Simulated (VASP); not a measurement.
# MgO (P6_3mc) in VASP: dielectric tensor with PBEsol

Aim: the dielectric tensor of MgO with PBEsol.

All numbers are computed with VASP 6.6.1; they aren't measurements. Logs are shortened: lines on timing, memory, paths and dates and some standing lists are left out, and cuts for length are marked.

**1. The cell of the first run**

It takes space group P6_3mc (No. 186, hexagonal). The conventional cell has a = 3.251 Å, b = 3.251 Å, c = 10.386 Å, α = 90.00°, β = 90.00°, γ = 120.00°. Mg (site symmetry 3m) has 4 O at 1.97 to 1.98 Å within 2.6 Å. Within 2.6 Å of Mg (site symmetry 3m) lie 4 O at 1.97 to 1.99 Å. Within 2.6 Å of O (site symmetry 3m) lie 4 Mg at 1.97 Å. O (site symmetry 3m) has 4 Mg at 1.98 to 1.99 Å within 2.6 Å.

**2. Dielectric tensor, PBEsol**

Contents of INCAR:

```
PREC = Accurate
ENCUT = 520
EDIFF = 1E-8
ISMEAR = 0
SIGMA = 0.01
LREAL = False
LASPH = True
NELM = 80
ALGO = Normal
ISIF = 2
LWAVE = False
LCHARG = False
GGA = PS
LEPSILON = True
```

Contents of KPOINTS:

```
regular mesh
0
Gamma
  6 6 2
```

Contents of POSCAR:

```
MgO
1.0
    3.2505940000      0.0000000000      0.0000000000
   -1.6252970000      2.8150969814      0.0000000000
    0.0000000000      0.0000000000     10.3863380000
Mg O
4 4
Direct
    0.3333330000      0.6666670000      0.9696620000
    0.0000000000      0.0000000000      0.2210020000
    0.0000000000      0.0000000000      0.7210020000
    0.6666670000      0.3333330000      0.4696620000
    0.3333330000      0.6666670000      0.7798400000
    0.0000000000      0.0000000000      0.5294930000
    0.0000000000      0.0000000000      0.0294930000
    0.6666670000      0.3333330000      0.2798400000
```

Potentials or basis: VASP PAW PBE potentials, release 64 (Mg, O).

The run is started by

```bash
$ cat potpaw_PBE.64/Mg/POTCAR potpaw_PBE.64/O/POTCAR > POTCAR
$ mpirun -np 1 vasp_std > vasp.out
```

OUTCAR:

```text
PREC = Accurate
   ENCUT = 520
   EDIFF = 1E-8
   ISMEAR = 0
   LREAL = False
   LASPH = True
   NELM = 80
   ISIF = 2
   GGA = PS
   LEPSILON = True

 ion  position               nearest neighbor table
   1  0.333  0.667  0.970-   5 1.97   7 1.98   7 1.98   7 1.98   3 3.19   3 3.19   3 3.19   2 3.22
                             2 3.22   2 3.22
   2  0.000  0.000  0.221-   8 1.97   8 1.97   8 1.97   7 1.99   4 3.19   4 3.19   4 3.19   1 3.22
                             1 3.22   1 3.22
   3  0.000  0.000  0.721-   5 1.97   5 1.97   5 1.97   6 1.99   1 3.19   1 3.19   1 3.19   4 3.22
                             4 3.22   4 3.22
   4  0.667  0.333  0.470-   8 1.97   6 1.98   6 1.98   6 1.98   2 3.19   2 3.19   2 3.19   3 3.22
                             3 3.22   3 3.22
   5  0.333  0.667  0.780-   1 1.97   3 1.97   3 1.97   3 1.97
   6  0.000  0.000  0.529-   4 1.98   4 1.98   4 1.98   3 1.99
   7  0.000  0.000  0.029-   1 1.98   1 1.98   1 1.98   2 1.99
   8  0.667  0.333  0.280-   4 1.97   2 1.97   2 1.97   2 1.97

  LATTYP: Found a hexagonal cell.
 ALAT       =     3.2505940000
 C/A-ratio  =     3.1952123212

  Lattice vectors:

 A1 = (   3.2505940000,   0.0000000000,   0.0000000000)
 A2 = (  -1.6252970000,   2.8150969814,   0.0000000000)
 A3 = (   0.0000000000,   0.0000000000,  10.3863380000)

Analysis of symmetry for initial positions (statically):
=====================================================================
 Subroutine PRICEL returns:
 Original cell was already a primitive cell.

 Routine SETGRP: Setting up the symmetry group for a
 hexagonal supercell.

 Subroutine GETGRP returns: Found 12 space group operations
 (whereof  6 operations were pure point group operations)
 out of a pool of 24 trial point group operations.

The static configuration has the point symmetry C_3v.
 The point group associated with its full space group is C_6v.

Analysis of symmetry for dynamics (positions and initial velocities):
=====================================================================
 Subroutine PRICEL returns:
 Original cell was already a primitive cell.

 Routine SETGRP: Setting up the symmetry group for a
 hexagonal supercell.

 Subroutine GETGRP returns: Found 12 space group operations
 (whereof  6 operations were pure point group operations)
 out of a pool of 24 trial point group operations.

The dynamic configuration has the point symmetry C_3v.
 The point group associated with its full space group is C_6v.

 Subroutine INISYM returns: Found 12 space group operations
 (whereof  6 operations are pure point group operations),
 and found     1 'primitive' translations

----------------------------------------------------------------------------------------

                                     Primitive cell

  volume of cell :      95.0427

  direct lattice vectors                    reciprocal lattice vectors
     3.250594000  0.000000000  0.000000000     0.307636081  0.177613774  0.000000000
    -1.625297000  2.815096981  0.000000000     0.000000000  0.355227549  0.000000000
     0.000000000  0.000000000 10.386338000     0.000000000  0.000000000  0.096280325

  length of vectors
     3.250594000  3.250594000 10.386338000     0.355227549  0.355227549  0.096280325

  position of ions in fractional coordinates (direct lattice)
     0.333333000  0.666667000  0.969662000
     0.000000000  0.000000000  0.221002000
     0.000000000  0.000000000  0.721002000
     0.666667000  0.333333000  0.469662000
     0.333333000  0.666667000  0.779840000
     0.000000000  0.000000000  0.529493000
     0.000000000  0.000000000  0.029493000
     0.666667000  0.333333000  0.279840000

  ion indices of the primitive-cell ions
   primitive index   ion index
                 1           1
                 2           2
                 3           3
                 4           4
                 5           5
                 6           6
                 7           7
                 8           8

----------------------------------------------------------------------------------------

 KPOINTS: regular mesh

Automatic generation of k-mesh.
 Grid dimensions read from file:
 generate k-points for:    6    6    2

 Generating k-lattice:

  Cartesian coordinates                     Fractional coordinates (reciprocal lattice)
     0.051272680  0.029602296  0.000000000     0.166666667  0.000000000  0.000000000
     0.000000000  0.059204591  0.000000000     0.000000000  0.166666667  0.000000000
     0.000000000  0.000000000  0.048140163     0.000000000  0.000000000  0.500000000

  Length of vectors
     0.059204591  0.059204591  0.048140163

  Shift w.r.t. Gamma in fractional coordinates (k-lattice)
[... 60 lines left out ...]
     AMIX     =   0.40;   BMIX     =  1.00
     AMIX_MAG =   1.60;   BMIX_MAG =  1.00
  volume/ion in A,a.u.               =      11.88        80.17
  Fermi-wavevector in a.u.,A,eV,Ry     =   1.138899  2.152208 17.648001  1.297092
  Thomas-Fermi vector in A             =   2.275603
   LORBIT       =      0    0 simple, 1 ext, 2 COOP (PROOUT), +10 PAW based schemes
   GGA     = PS    functional components
   LHFCALC =     F    Hartree Fock is set to
   AEXX    =    0.0000 exact exchange contribution
   IVDW    =     0    specifies the selected vdW correction
   LEPSILON=     T    determine dielectric tensor
   LRPA    =     F    only Hartree local field effects (RPA)
 non-spin polarized calculation
 Gauss-broadening in eV      SIGMA  =   0.01
  energy-cutoff  :      520.00
  volume of cell :       95.04
 maximum number of plane-waves:      2592
   NGX = 13   NGY = 13   NGZ = 39

--------------------------------------- Ionic step        1  -------------------------------------------

 number of electron      32.0000021 magnetization

 E-fermi :   0.8754     XC(G=0):  -9.9523

 val. band max:        0.7537054119   @ k =   0.0000   0.0000   0.0000
 cond. band min:       4.2401559901   @ k =   0.0000   0.0000   0.0000
 fundamental gap:      3.4864505782
 Fermi energy:         0.8753640823

 k-point     1 :       0.0000    0.0000    0.0000
  band No.  band energies     occupation
      1     -15.1707      2.00000
      2     -14.8322      2.00000
      3     -14.8177      2.00000
      4     -14.4489      2.00000
      5      -2.4006      2.00000
      6      -1.2019      2.00000
[... 325 lines left out ...]
     20       9.1925      0.00000
     21      10.7988      0.00000

  FORCE on cell =-STRESS in cart. coord.  units (eV):
  Direction    XX          YY          ZZ          XY          YZ          ZX
  --------------------------------------------------------------------------------------
  -------------------------------------------------------------------------------------
  Total        0.2146707      0.2146707      0.3146543      0.0000000     -0.0000000      0.0000000
  in kB        3.6188024      3.6188024      5.3042719      0.0000000     -0.0000000      0.0000000
  external PRESSURE =       4.1806256 kB  Pullay stress =       0.0000000 kB

 VOLUME and BASIS-vectors are now :
 -----------------------------------------------------------------------------
  energy-cutoff  :      520.00
  volume of cell :       95.04
      direct lattice vectors                 reciprocal lattice vectors
     3.250594000  0.000000000  0.000000000     0.307636081  0.177613774  0.000000000
    -1.625297000  2.815096981  0.000000000     0.000000000  0.355227549  0.000000000
     0.000000000  0.000000000 10.386338000     0.000000000  0.000000000  0.096280325

 POSITION                                       TOTAL-FORCE (eV/Angst)
 -----------------------------------------------------------------------------------
     -0.00000      1.87673     10.07124         0.000000     -0.000000      0.001417
      0.00000      0.00000      2.29540         0.000000     -0.000000      0.004644
      0.00000      0.00000      7.48857        -0.000000     -0.000000      0.004644
      1.62530      0.93836      4.87807         0.000000     -0.000000      0.001417
     -0.00000      1.87673      8.09968        -0.000000      0.000000     -0.002490
      0.00000      0.00000      5.49949         0.000000     -0.000000     -0.003571
      0.00000      0.00000      0.30632         0.000000     -0.000000     -0.003571
      1.62530      0.93836      2.90651         0.000000     -0.000000     -0.002490
 -----------------------------------------------------------------------------------
    total drift:                               -0.000000     -0.000001     -0.000847

  FREE ENERGIE OF THE ION-ELECTRON SYSTEM (eV)
  ---------------------------------------------------
  free  energy   TOTEN  =       -48.9381647063 eV

  energy  without entropy=      -48.9381647063  energy(sigma->0) =      -48.93816471

 HEAD OF MICROSCOPIC STATIC DIELECTRIC TENSOR (INDEPENDENT PARTICLE, excluding Hartree and local field effects)
 ------------------------------------------------------
           3.126132     0.000000     0.000000
           0.000000     3.126132     0.000000
           0.000000     0.000000     3.153444
 ------------------------------------------------------

 Free energy of the ion-electron system (eV)
  ---------------------------------------------------
  ---------------------------------------------------
  free energy    TOTEN  =        -0.58641767 eV

  energy without entropy =       -0.58641767

------------------------ aborting loop because EDIFF is reached ----------------------------------------

--------------------------------------- Ionic step        2  -------------------------------------------

------------------------ aborting loop because EDIFF is reached ----------------------------------------

--------------------------------------- Ionic step        3  -------------------------------------------

 Free energy of the ion-electron system (eV)
  ---------------------------------------------------
  ---------------------------------------------------
  free energy    TOTEN  =        -0.59519962 eV

  energy without entropy =       -0.59519962

------------------------ aborting loop because EDIFF is reached ----------------------------------------

 PIEZOELECTRIC TENSOR FIELD DIRECTION 3  (e Angst)
 -----------------------------------------------------------------------------
    -0.51802 -0.00000  0.00000           (  0.06150  0.00000  0.00000)
     0.00000 -0.51802  0.00000           (  0.00000  0.06150  0.00000)
     0.00000 -0.00000  0.83876           (  0.00000  0.00000 -0.12882)

 PIEZOELECTRIC TENSOR FIELD DIRECTION 3  (C/m^2)
 -----------------------------------------------------------------------------
    -0.08732 -0.00000  0.00000
     0.00000 -0.08732  0.00000
     0.00000 -0.00000  0.14139

 MACROSCOPIC STATIC DIELECTRIC TENSOR (including local field effects in DFT)
 ------------------------------------------------------
           3.034890     0.000000     0.000000
           0.000000     3.034890    -0.000000
           0.000000     0.000000     3.069822
 ------------------------------------------------------

 PIEZOELECTRIC TENSOR (including local field effects)  for field in x, y, z        (e  Angst)
          XX          YY          ZZ          XY          YZ          ZX
  --------------------------------------------------------------------------------
  x    -0.00000    -0.00000     0.00000     0.00000     0.00000    -0.57848
  y     0.00000     0.00000     0.00000     0.00000    -0.57848     0.00000
  z    -0.51802    -0.51802     0.83876     0.00000     0.00000    -0.00000

 PIEZOELECTRIC TENSOR (including local field effects)  for field in x, y, z        (C/m^2)
          XX          YY          ZZ          XY          YZ          ZX
  --------------------------------------------------------------------------------
  x    -0.00000    -0.00000     0.00000     0.00000     0.00000    -0.09752
  y     0.00000     0.00000     0.00000     0.00000    -0.09752     0.00000
  z    -0.08732    -0.08732     0.14139     0.00000     0.00000    -0.00000

 BORN EFFECTIVE CHARGES (including local field effects) (in |e|, cummulative output)
 ---------------------------------------------------------------------------------
 ion    1
    1     1.82283     0.00000     0.00000
    2     0.00000     1.82283     0.00000
    3     0.00000     0.00000     1.80089
 ion    2
    1     1.79881     0.00000     0.00000
    2     0.00000     1.79881     0.00000
    3     0.00000     0.00000     1.89101
 ion    3
    1     1.79881     0.00000     0.00000
    2     0.00000     1.79881     0.00000
    3     0.00000     0.00000     1.89101
 ion    4
    1     1.82283     0.00000     0.00000
    2     0.00000     1.82283    -0.00000
    3     0.00000    -0.00000     1.80089
 ion    5
    1    -1.82155     0.00000     0.00000
    2    -0.00000    -1.82155     0.00000
    3     0.00000     0.00000    -1.82890
 ion    6
    1    -1.80009     0.00000     0.00000
    2    -0.00000    -1.80009    -0.00000
    3     0.00000    -0.00000    -1.86300
 ion    7
    1    -1.80009     0.00000     0.00000
    2     0.00000    -1.80009    -0.00000
    3     0.00000     0.00000    -1.86300
 ion    8
    1    -1.82155    -0.00000     0.00000
    2    -0.00000    -1.82155     0.00000
    3     0.00000     0.00000    -1.82890
```

Wall time 4 min (1 thread of Intel Xeon Platinum 8259CL at 2.50GHz (Skylake/Cascade Lake), shared host); peak memory 0.31 GiB.

What came out:

```
Band gap on the k mesh                  : 3.49 eV
Electronic dielectric tensor (diagonal) : 3.03, 3.03, 3.07
Born charges (mean of the diagonal)     : Mg +1.82, +1.83 (each value once); O -1.82 e
```

Levels at points of the mesh, in eV from the valence-band top:
| k point | band 12 | band 13 | band 14 | band 15 | band 16 | band 17 | band 18 | band 19 | band 20 | band 21 |
| --- | --- | --- | --- | --- | --- | --- | --- | --- | --- | --- |
| (0.00, 0.00, 0.00) | -0.24 | -0.24 | -0.13 | -0.13 | 0.00 | 3.49 | 5.84 | 5.95 | 8.56 | 9.78 |
| (0.50, 0.00, 0.00) | -0.62 | -0.61 | -0.59 | -0.31 | -0.29 | 6.60 | 6.94 | 8.22 | 8.44 | 9.32 |
| (0.00, 0.00, 0.50) | -0.33 | -0.17 | -0.17 | -0.17 | -0.17 | 4.33 | 4.33 | 7.47 | 7.47 | 11.01 |
| (0.50, 0.00, 0.50) | -0.83 | -0.57 | -0.57 | -0.39 | -0.39 | 6.85 | 6.85 | 8.13 | 8.13 | 10.00 |

Electronic dielectric tensor:
```
3.03 0.00 0.00
0.00 3.03 0.00
0.00 0.00 3.07
```

Born effective charge tensors (e):
atom 1, Mg
```
1.82 0.00 0.00
0.00 1.82 0.00
0.00 0.00 1.80
```
atom 2, Mg
```
1.80 0.00 0.00
0.00 1.80 0.00
0.00 0.00 1.89
```
atom 3, Mg
```
1.80 0.00 0.00
0.00 1.80 0.00
0.00 0.00 1.89
```
atom 4, Mg
```
1.82 0.00 0.00
0.00 1.82 0.00
0.00 0.00 1.80
```
atom 5, O
```
-1.82  0.00  0.00
 0.00 -1.82  0.00
 0.00  0.00 -1.83
```
atom 6, O
```
-1.80  0.00  0.00
 0.00 -1.80  0.00
 0.00  0.00 -1.86
```
atom 7, O
```
-1.80  0.00  0.00
 0.00 -1.80  0.00
 0.00  0.00 -1.86
```
atom 8, O
```
-1.82  0.00  0.00
 0.00 -1.82  0.00
 0.00  0.00 -1.83
```

Caveat: the PAW data sets were made with another functional, which shifts forces and pressure a little.
